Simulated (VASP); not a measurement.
# C (P2_1/m) in VASP: a series of runs

The runs below take C through single point, with PBE+D3(BJ).

Program: VASP 6.6.1. These are calculated values, not measurements. Logs are shortened: lines on timing, memory, paths and dates and some standing lists are left out, and cuts for length are marked.

## 1. The cell of the first run

Symmetry: P2_1/m, No. 11, monoclinic system. Conventional cell: a = 2.153 Å, b = 6.584 Å, c = 2.493 Å, α = 90.00°, β = 106.54°, γ = 90.00°. C (site symmetry m) has 3 C at 1.24 to 1.61 Å within 1.7 Å. Within 1.7 Å of C (site symmetry m) lie 3 C at 1.24 to 1.61 Å.

## 2. Single point, PBE+D3(BJ) (engineering shear strain xy -0.3000, normal strain along z -0.0233)

INCAR

```
ALGO = Normal
EDIFF = 1E-6
ENCUT = 520
GGA = PE
ISIF = 2
ISMEAR = 0
IVDW = 12
LASPH = True
LCHARG = False
LREAL = False
LWAVE = False
NBANDS = 16
NELM = 60
PREC = Accurate
SIGMA = 0.15
```

KPOINTS

```
k-points
0
Gamma
  18 18 6
```

POSCAR

```
C
1.0
    2.4649495834     -0.3697424375      0.0000000000
   -1.5526811355      2.3195801770      0.0000000000
    0.0000000000      0.0000000000      6.5839613220
C
4
Direct
    0.0000000000      0.0000000000      0.0025000000
    0.0000000000      0.0000000000      0.5025000000
    0.3333333333      0.6666666667      0.0025000000
    0.6666666667      0.3333333333      0.5025000000
```

Potentials or basis: VASP PAW PBE potentials, release 64 (C).

Run with:

```console
$ cat potpaw_PBE.64/C/POTCAR > POTCAR
$ mpirun -np 1 vasp_std > vasp.out
```

OUTCAR:

```text
EDIFF = 1E-6
   ENCUT = 520
   GGA = PE
   ISIF = 2
   ISMEAR = 0
   IVDW = 12
   LASPH = True
   LREAL = False
   NELM = 60
   PREC = Accurate
 IVDW          = 12

 ion  position               nearest neighbor table
   1  0.000  0.000  0.002-   3 1.24   3 1.44   3 1.61
   2  0.000  0.000  0.502-   4 1.24   4 1.44   4 1.61
   3  0.333  0.667  0.002-   1 1.24   1 1.44   1 1.61
   4  0.667  0.333  0.502-   2 1.24   2 1.44   2 1.61

  LATTYP: Found a simple monoclinic cell.
 ALAT       =     2.1526962004
 B/A-ratio  =     3.0584721247
 C/A-ratio  =     1.1578624105
 COS(beta)  =    -0.2847292703

  Lattice vectors:

 A1 = (   0.9122684479,   1.9498377395,   0.0000000000)
 A2 = (   0.0000000000,   0.0000000000,  -6.5839613220)
 A3 = (  -2.4649495834,   0.3697424375,   0.0000000000)

Analysis of symmetry for initial positions (statically):
=====================================================================
 Subroutine PRICEL returns:
 Original cell was already a primitive cell.

 Routine SETGRP: Setting up the symmetry group for a
 simple monoclinic supercell.

 Subroutine GETGRP returns: Found  4 space group operations
 (whereof  1 operations were pure point group operations)
 out of a pool of  4 trial point group operations.

The static configuration has the point symmetry C_1 .
 The point group associated with its full space group is C_2h.

Analysis of symmetry for dynamics (positions and initial velocities):
=====================================================================
 Subroutine PRICEL returns:
 Original cell was already a primitive cell.

 Routine SETGRP: Setting up the symmetry group for a
 simple monoclinic supercell.

 Subroutine GETGRP returns: Found  4 space group operations
 (whereof  1 operations were pure point group operations)
 out of a pool of  4 trial point group operations.

The dynamic configuration has the point symmetry C_1 .
 The point group associated with its full space group is C_2h.

 Subroutine INISYM returns: Found  4 space group operations
 (whereof  1 operations are pure point group operations),
 and found     1 'primitive' translations

----------------------------------------------------------------------------------------

                                     Primitive cell

  volume of cell :      33.8650

  direct lattice vectors                    reciprocal lattice vectors
     2.464949583 -0.369742438  0.000000000     0.450968190  0.301869195  0.000000000
    -1.552681136  2.319580177  0.000000000     0.071884593  0.479230622  0.000000000
     0.000000000  0.000000000  6.583961322     0.000000000  0.000000000  0.151884246

  length of vectors
     2.492526012  2.791284813  6.583961322     0.542676072  0.484591977  0.151884246

  position of ions in fractional coordinates (direct lattice)
     0.000000000  0.000000000  0.002500000
     0.000000000  0.000000000  0.502500000
     0.333333333  0.666666667  0.002500000
     0.666666667  0.333333333  0.502500000

  ion indices of the primitive-cell ions
   primitive index   ion index
                 1           1
                 2           2
                 3           3
                 4           4

----------------------------------------------------------------------------------------

 KPOINTS: k-points

Automatic generation of k-mesh.
 Grid dimensions read from file:
 generate k-points for:   18   18    6

 Generating k-lattice:

  Cartesian coordinates                     Fractional coordinates (reciprocal lattice)
     0.025053788  0.016770511  0.000000000     0.055555556  0.000000000  0.000000000
     0.003993589  0.026623923  0.000000000     0.000000000  0.055555556  0.000000000
     0.000000000  0.000000000  0.025314041     0.000000000  0.000000000  0.166666667

  Length of vectors
     0.030148671  0.026921777  0.025314041

  Shift w.r.t. Gamma in fractional coordinates (k-lattice)
     0.000000000  0.000000000  0.000000000

 Subroutine IBZKPT returns following result:
 ===========================================

 Found    656 irreducible k-points:

 Following reciprocal coordinates:
            Coordinates               Weight
  0.000000  0.000000  0.000000      1.000000
  0.055556 -0.000000  0.000000      2.000000
  0.111111 -0.000000  0.000000      2.000000
  0.166667  0.000000  0.000000      2.000000
  0.222222  0.000000  0.000000      2.000000
  0.277778 -0.000000  0.000000      2.000000
[... 16 lines left out ...]
 -0.333333  0.055556  0.000000      2.000000
 -0.277778  0.055556  0.000000      2.000000
 [... further k-points ...]
   k-points           NKPTS =    656   k-points in BZ     NKDIM =    656   number of bands    NBANDS=     16
   number of dos      NEDOS =    301   number of ions     NIONS =      4
   total plane-waves  NPLWV =  24000
   dimension x,y,z NGX =    20 NGY =   24 NGZ =   50
   dimension x,y,z NGXF=    40 NGYF=   48 NGZF=  100
   ions per type =               4
   NGX,Y,Z   is equivalent  to a cutoff of  13.34, 14.29, 12.63 a.u.
   NGXF,Y,Z  is equivalent  to a cutoff of  26.68, 28.59, 25.25 a.u.
 SYSTEM =  unknown system
   PREC   = accura    normal or accurate (medium, high low for compatibility)
   ISTART =      0    job   : 0-new  1-cont  2-samecut
   ICHARG =      2    charge: 1-file 2-atom 10-const
   ISPIN  =      1    spin polarized calculation?
   LNONCOLLINEAR =      F non collinear calculations
   LSORBIT =      F    spin-orbit coupling
   LASPH  =      T    aspherical Exc in radial PAW
   ENCUT  =  520.0 eV  38.22 Ry    6.18 a.u.   4.63  5.19 12.24*2*pi/ulx,y,z
   NELM   =     60;   NELMIN=  2; NELMDL= -5     # of ELM steps
   EDIFF  = 0.1E-05   stopping-criterion for ELM
   LREAL  =      F    real-space projection
   EDIFFG = 0.1E-04   stopping-criterion for IOM
   NSW    =      0    number of steps for IOM
   IBRION =     -1    ionic relax: 0-MD 1-quasi-New 2-CG
   NFREE  =      0    steps in history (QN), initial steepest desc. (CG)
   ISIF   =      2    stress and relaxation
   ISYM   =      2    0-nonsym 1-usesym 2-fastsym
   POTIM  = 0.5000    time-step for ionic-motion
   TEBEG  =    0.0;   TEEND  =   0.0 temperature during run
   PSTRESS=    0.0 pullay stress
   NELECT =      16.0000    total number of electrons
   NUPDOWN=      -1.0000    fix difference up-down
   EMIN   =  10.00;   EMAX   =-10.00  energy-range for DOS
   EFERMI =   0.00;   METHOD = LEGACY
   ISMEAR =     0;   SIGMA  =   0.15  broadening in eV -4-tet -1-fermi 0-gaus
   EFERMI_NEDOS =   21; number of points for ismear=-14 and -15
   IALGO  =     38    algorithm
   IMIX   =      4    mixing-type and parameters
     AMIX     =   0.40;   BMIX     =  1.00
     AMIX_MAG =   1.60;   BMIX_MAG =  1.00
  volume/ion in A,a.u.               =       8.47        57.13
  Fermi-wavevector in a.u.,A,eV,Ry     =   1.275062  2.409517 22.120116  1.625783
  Thomas-Fermi vector in A             =   2.407795
   LORBIT       =      0    0 simple, 1 ext, 2 COOP (PROOUT), +10 PAW based schemes
   GGA     = PE    functional components
   LHFCALC =     F    Hartree Fock is set to
   AEXX    =    0.0000 exact exchange contribution
   IVDW    =    12    specifies the selected vdW correction
   LEPSILON=     F    determine dielectric tensor
   LRPA    =     F    only Hartree local field effects (RPA)
 non-spin polarized calculation
 Gauss-broadening in eV      SIGMA  =   0.15
  energy-cutoff  :      520.00
  volume of cell :       33.86
 maximum number of plane-waves:       933
   NGX =  9   NGY = 11   NGZ = 25

 number of electron      16.0000000 magnetization

 Free energy of the ion-electron system (eV)
  ---------------------------------------------------
  ext. energy  EPLUGINS =         0.00000000
  ---------------------------------------------------
  free energy    TOTEN  =       -32.11532761 eV

  energy without entropy =      -32.11434717  energy(sigma->0) =      -32.11483739

 E-fermi :   5.7364     XC(G=0): -10.5162

 val. band max:        5.6966803829   @ k =   0.4444   0.1111   0.1667
 cond. band min:       5.8255095378   @ k =   0.4444   0.1111   0.1667
 fundamental gap:      0.1288291549
 Fermi energy:         5.7363638587

 k-point     1 :       0.0000    0.0000    0.0000
  band No.  band energies     occupation
      1     -15.0324      2.00000
      2     -14.7041      2.00000
      3      -3.8159      2.00000
      4      -1.7115      2.00000
      5       0.7968      2.00000
      6       0.8475      2.00000
[... 8 lines left out ...]
     15      15.9760      0.00000
     16      16.2977      0.00000

 k-point     2 :       0.0556   -0.0000    0.0000
  band No.  band energies     occupation
      1     -14.9372      2.00000
      2     -14.6111      2.00000
      3      -3.6947      2.00000
      4      -1.5985      2.00000
      5       0.6460      2.00000
      6       0.6966      2.00000
[... 8 lines left out ...]
     15      15.7505      0.00000
     16      16.4639      0.00000

 k-point     3 :       0.1111   -0.0000    0.0000
  band No.  band energies     occupation
      1     -14.6524      2.00000
      2     -14.3331      2.00000
      3      -3.3322      2.00000
      4      -1.2608      2.00000
      5       0.2137      2.00000
      6       0.2684      2.00000
[... 8 lines left out ...]
     15      15.1447      0.00000
     16      16.7959      0.00000

 k-point     4 :       0.1667    0.0000    0.0000
  band No.  band energies     occupation
      1     -14.1812      2.00000
      2     -13.8732      2.00000
      3      -2.7314      2.00000
      4      -0.7030      2.00000
      5      -0.4352      2.00000
      6      -0.3691      2.00000
[... 8 lines left out ...]
     15      15.4696      0.00000
     16      17.2383      0.00000
[... 324 lines left out ...]
 k-point    22 :      -0.3889    0.0556    0.0000
  band No.  band energies     occupation
      1     -11.3072      2.00000
      2     -11.0780      2.00000
      3      -3.4072      2.00000
      4      -3.3533      2.00000
      5      -3.0222      2.00000
      6      -2.9956      2.00000
[... 8 lines left out ...]
     15      20.0132      0.00000
     16      20.7952      0.00000

 k-point    23 :      -0.3333    0.0556    0.0000
  band No.  band energies     occupation
      1     -12.3248      2.00000
      2     -12.0665      2.00000
      3      -2.8496      2.00000
      4      -2.7503      2.00000
      5      -1.6790      2.00000
      6      -1.6173      2.00000
[... 8 lines left out ...]
     15      19.4453      0.00000
     16      19.7690      0.00000

 k-point    24 :      -0.2778    0.0556    0.0000
  band No.  band energies     occupation
      1     -13.2011      2.00000
      2     -12.9194      2.00000
      3      -2.2805      2.00000
      4      -2.1835      2.00000
      5      -1.4733      2.00000
      6      -0.1950      2.00000
[... 8 lines left out ...]
     15      17.9549      0.00000
     16      18.0421      0.00000

 [... further k-points ...]

------------------------ aborting loop because EDIFF is reached ----------------------------------------

 Edisp (eV)   -0.53947

 E8    (eV) :    -0.1535

  FORCE on cell =-STRESS in cart. coord.  units (eV):
  Direction    XX          YY          ZZ          XY          YZ          ZX
  --------------------------------------------------------------------------------------
  -------------------------------------------------------------------------------------
  Total      11.92419    11.41022     0.19765    30.67871     0.00000     0.00000
  in kB     564.14231   539.82618     9.35095  1451.43279     0.00000     0.00000
  external pressure =      371.11 kB  Pullay stress =        0.00 kB

 VOLUME and BASIS-vectors are now :
 -----------------------------------------------------------------------------
  energy-cutoff  :      520.00
  volume of cell :       33.86
      direct lattice vectors                 reciprocal lattice vectors
     2.464949583 -0.369742438  0.000000000     0.450968190  0.301869195  0.000000000
    -1.552681136  2.319580177  0.000000000     0.071884593  0.479230622  0.000000000
     0.000000000  0.000000000  6.583961322     0.000000000  0.000000000  0.151884246

 POSITION                                       TOTAL-FORCE (eV/Angst)
 -----------------------------------------------------------------------------------
      0.00000      0.00000      0.01646         4.633071      2.501656      0.000000
      0.00000      0.00000      3.30844        -4.633071     -2.501656      0.000000
     -0.21347      1.42314      0.01646        -4.672532     -2.517850      0.000000
      1.12574      0.52670      3.30844         4.672532      2.517850      0.000000
 -----------------------------------------------------------------------------------
    total drift:                                0.000000      0.000000     -0.000022

  FREE ENERGIE OF THE ION-ELECTRON SYSTEM (eV)
  ---------------------------------------------------
  free  energy   TOTEN  =       -32.6547995747 eV

  energy  without entropy=      -32.6538191363  energy(sigma->0) =      -32.65430936
```

It took 4.3 min on 1 thread of AMD EPYC 9R45 (Zen 5), shared host; peak memory 0.34 GiB.

What came out:

- Free energy: -32.6548 eV
- Pressure: 37.1 GPa
- Largest force: 5.308 eV/Å
- Dispersion energy per atom: -0.135 eV

Forces on the atoms (eV/Å):
```
C    4.633  2.502  0.000
C   -4.633 -2.502  0.000
C   -4.673 -2.518  0.000
C    4.673  2.518  0.000
```

Caveat: the cell differs from its parent crystal (engineering shear strain xy -0.3000, normal strain along z -0.0233); the cell stands under pressure; forces of over 1 eV/Å act on the atoms, so gaps and moduli don't describe the material at rest.

(Continued in part 2 of 2.)
